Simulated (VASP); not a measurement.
# Ru in VASP: further runs, part 2 of 2

VASP 6.6.1.

### 3 Electric field gradients, PBE (13.98 Å³/atom)

This run uses another cell than the first one, of 13.98 Å³/atom.

Input file INCAR:

```
SYSTEM = Ru
PREC     = Accurate       ! precision mode
ENCUT    = 520            ! plane-wave cutoff, eV
EDIFF    = 1E-8           ! SCF threshold, eV
ISMEAR   = -1             ! smearing method
SIGMA    = 0.03           ! smearing width, eV
LREAL    = .False.        ! projectors in reciprocal space
LASPH    = .True.         ! aspherical terms in the spheres
NELM     = 60             ! most SCF steps
ALGO     = Normal         ! electronic algorithm
ISIF     = 2              ! what is computed and relaxed
LWAVE    = .False.        ! write WAVECAR
LCHARG   = .False.        ! write CHGCAR
GGA      = PE             ! functional
LEFG     = .True.       
NBANDS   = 21             ! bands
```

Input file KPOINTS:

```
Automatic mesh
0
Gamma
  14 14 8
  0 0 0
```

Input file POSCAR:

```
Ru
1.0
    2.7325911690      0.0000000000      0.0000000000
   -1.3662955845      2.3664933706      0.0000000000
    0.0000000000      0.0000000000      4.3242978068
Ru
2
Direct
    0.3333333333      0.6666666667      0.2500000000
    0.6666666667      0.3333333333      0.7500000000
```

Potentials or basis: VASP PAW PBE potentials, release 64 (Ru_pv).

The run is started by

```bash
$ cat potpaw_PBE.64/Ru_pv/POTCAR > POTCAR
$ mpirun -np 1 vasp_std > vasp.out
```

OUTCAR:

```text
SYSTEM = Ru
   PREC = Accurate
   ENCUT = 520
   EDIFF = 1E-8
   ISMEAR = -1
   LREAL = .False.
   LASPH = .True.
   NELM = 60
   ISIF = 2
   GGA = PE

 ion  position               nearest neighbor table
   1  0.333  0.667  0.250-   2 2.68   2 2.68   2 2.68   2 2.68   2 2.68   2 2.68
   2  0.667  0.333  0.750-   1 2.68   1 2.68   1 2.68   1 2.68   1 2.68   1 2.68

  LATTYP: Found a hexagonal cell.
 ALAT       =     2.7325911690
 C/A-ratio  =     1.5824898565

  Lattice vectors:

 A1 = (   2.7325911690,   0.0000000000,   0.0000000000)
 A2 = (  -1.3662955845,   2.3664933706,   0.0000000000)
 A3 = (   0.0000000000,   0.0000000000,   4.3242978068)

Analysis of symmetry for initial positions (statically):
=====================================================================
 Subroutine PRICEL returns:
 Original cell was already a primitive cell.

 Routine SETGRP: Setting up the symmetry group for a
 hexagonal supercell.

 Subroutine GETGRP returns: Found 24 space group operations
 (whereof 12 operations were pure point group operations)
 out of a pool of 24 trial point group operations.

The static configuration has the point symmetry D_3d.
 The point group associated with its full space group is D_6h.

Analysis of symmetry for dynamics (positions and initial velocities):
=====================================================================
 Subroutine PRICEL returns:
 Original cell was already a primitive cell.

 Routine SETGRP: Setting up the symmetry group for a
 hexagonal supercell.

 Subroutine GETGRP returns: Found 24 space group operations
 (whereof 12 operations were pure point group operations)
 out of a pool of 24 trial point group operations.

The dynamic configuration has the point symmetry D_3d.
 The point group associated with its full space group is D_6h.

 Subroutine INISYM returns: Found 24 space group operations
 (whereof 12 operations are pure point group operations),
 and found     1 'primitive' translations

----------------------------------------------------------------------------------------

                                     Primitive cell

  volume of cell :      27.9638

  direct lattice vectors                    reciprocal lattice vectors
     2.732591169  0.000000000  0.000000000     0.365953023  0.211283077  0.000000000
    -1.366295584  2.366493371  0.000000000     0.000000000  0.422566153  0.000000000
     0.000000000  0.000000000  4.324297807     0.000000000  0.000000000  0.231251418

  length of vectors
     2.732591169  2.732591169  4.324297807     0.422566153  0.422566153  0.231251418

  position of ions in fractional coordinates (direct lattice)
     0.333333333  0.666666667  0.250000000
     0.666666667  0.333333333  0.750000000

  ion indices of the primitive-cell ions
   primitive index   ion index
                 1           1
                 2           2

----------------------------------------------------------------------------------------

 KPOINTS: Automatic mesh

[... 72 lines left out ...]
   NFREE  =      0    steps in history (QN), initial steepest desc. (CG)
   ISIF   =      2    stress and relaxation
   ISYM   =      2    0-nonsym 1-usesym 2-fastsym
   POTIM  = 0.5000    time-step for ionic-motion
   TEBEG  =    0.0;   TEEND  =   0.0 temperature during run
   PSTRESS=    0.0 pullay stress
   NELECT =      28.0000    total number of electrons
   NUPDOWN=      -1.0000    fix difference up-down
   EMIN   =  10.00;   EMAX   =-10.00  energy-range for DOS
   EFERMI =   0.00;   METHOD = LEGACY
   ISMEAR =    -1;   SIGMA  =   0.03  broadening in eV -4-tet -1-fermi 0-gaus
   EFERMI_NEDOS =   21; number of points for ismear=-14 and -15
   IALGO  =     38    algorithm
   IMIX   =      4    mixing-type and parameters
     AMIX     =   0.40;   BMIX     =  1.00
     AMIX_MAG =   1.60;   BMIX_MAG =  1.00
  volume/ion in A,a.u.               =      13.98        94.35
  Fermi-wavevector in a.u.,A,eV,Ry     =   1.637806  3.095004 36.496361  2.682407
  Thomas-Fermi vector in A             =   2.728884
   LORBIT       =      0    0 simple, 1 ext, 2 COOP (PROOUT), +10 PAW based schemes
   GGA     = PE    functional components
   LHFCALC =     F    Hartree Fock is set to
   AEXX    =    0.0000 exact exchange contribution
   IVDW    =     0    specifies the selected vdW correction
   LEPSILON=     F    determine dielectric tensor
   LRPA    =     F    only Hartree local field effects (RPA)
 non-spin polarized calculation
  energy-cutoff  :      520.00
  volume of cell :       27.96
 maximum number of plane-waves:       772
   NGX = 11   NGY = 11   NGZ = 17

 number of electron      28.0000014 magnetization

 Free energy of the ion-electron system (eV)
  ---------------------------------------------------
  ext. energy  EPLUGINS =         0.00000000
  ---------------------------------------------------
  free energy    TOTEN  =       -18.45927285 eV

  energy without entropy =      -18.45228464  energy(sigma->0) =      -18.45577874

 E-fermi :  12.2952     XC(G=0): -13.9381

 val. band max:       12.2901694791   @ k =   0.0000   0.0000   0.3750
 cond. band min:      12.3054826788   @ k =   0.2857   0.1429   0.0000
 fundamental gap:      0.0153131997
 Fermi energy:        12.2952487795

 k-point     1 :       0.0000    0.0000    0.0000
  band No.  band energies     occupation
      1     -31.2343      2.00000
      2     -30.3816      2.00000
      3     -30.3816      2.00000
      4     -30.2264      2.00000
      5     -30.2264      2.00000
      6     -30.1971      2.00000
[... 565 lines left out ...]
     20      22.7645      0.00000
     21      22.7645      0.00000

 [... further k-points ...]

------------------------ aborting loop because EDIFF is reached ----------------------------------------

  FORCE on cell =-STRESS in cart. coord.  units (eV):
  Direction    XX          YY          ZZ          XY          YZ          ZX
  --------------------------------------------------------------------------------------
  -------------------------------------------------------------------------------------
  Total       -0.7110821     -0.7110821     -1.0703719      0.0000000      0.0000000      0.0000000
  in kB      -40.7412885    -40.7412885    -61.3267190      0.0000000      0.0000000      0.0000000
  external PRESSURE =     -47.6030987 kB  Pullay stress =       0.0000000 kB

 VOLUME and BASIS-vectors are now :
 -----------------------------------------------------------------------------
  energy-cutoff  :      520.00
  volume of cell :       27.96
      direct lattice vectors                 reciprocal lattice vectors
     2.732591169  0.000000000  0.000000000     0.365953023  0.211283077  0.000000000
    -1.366295584  2.366493371  0.000000000     0.000000000  0.422566153  0.000000000
     0.000000000  0.000000000  4.324297807     0.000000000  0.000000000  0.231251418

 POSITION                                       TOTAL-FORCE (eV/Angst)
 -----------------------------------------------------------------------------------
     -0.00000      1.57766      1.08107         0.000000     -0.000000      0.000000
      1.36630      0.78883      3.24322        -0.000000      0.000000      0.000000
 -----------------------------------------------------------------------------------
    total drift:                               -0.000000      0.000000     -0.000000

  FREE ENERGIE OF THE ION-ELECTRON SYSTEM (eV)
  ---------------------------------------------------
  free  energy   TOTEN  =       -18.4592728456 eV

  energy  without entropy=      -18.4522846438  energy(sigma->0) =      -18.45577874

 Electric field gradients (V/A^2)
---------------------------------------------------------------------
 ion       V_xx      V_yy      V_zz      V_xy      V_xz      V_yz
---------------------------------------------------------------------
   1       6.061     6.063   -12.124     0.002     0.000    -0.000
   2       6.061     6.063   -12.124     0.002    -0.000     0.000
---------------------------------------------------------------------

 Electric field gradients after diagonalization (V/A^2)
 (convention: |V_zz| > |V_xx| > |V_yy|)
----------------------------------------------------------------------
 ion       V_xx      V_yy      V_zz     asymmetry (V_yy - V_xx)/ V_zz
----------------------------------------------------------------------
   1       6.065     6.059   -12.124       0.000
   2       6.065     6.059   -12.124       0.000
----------------------------------------------------------------------

           NMR quadrupolar parameters

 Cq : quadrupolar parameter    Cq=e*Q*V_zz/h
 eta: asymmetry parameters     (V_yy - V_xx)/ V_zz
 Q  : nuclear electric quadrupole moment in mb (millibarn)
----------------------------------------------------------------------
 ion       Cq(MHz)       eta       Q (mb)
----------------------------------------------------------------------
   1      -0.029       0.000       1.000
   2      -0.029       0.000       1.000
----------------------------------------------------------------------
```

It took 36 s on 1 thread of Intel Xeon Platinum 8375C at 2.90GHz (Ice Lake), shared host; peak memory 0.18 GiB.

Results:

```
Free energy                             : -18.4593 eV
Pressure                                : -4.8 GPa
Band gap on the k mesh                  : zero (bands 14 and 15 overlap by 2.98 eV)
Largest electric field gradient by atom : Ru -12.1 V/Å²
```

Stress tensor (GPa, compression positive):
```
-4.07  0.00  0.00
 0.00 -4.07  0.00
 0.00  0.00 -6.13
```

Electric field gradients, principal values (V/Å²):
| atom | least | middle | greatest (by size) |
| --- | --- | --- | --- |
| 1 Ru | 6.059 | 6.065 | -12.124 |
| 2 Ru | 6.059 | 6.065 | -12.124 |

Caveat: the cell stands under tension; without QUAD_EFG the Cq values of the log hold for a quadrupole moment of 1 mb, not for the nuclei.
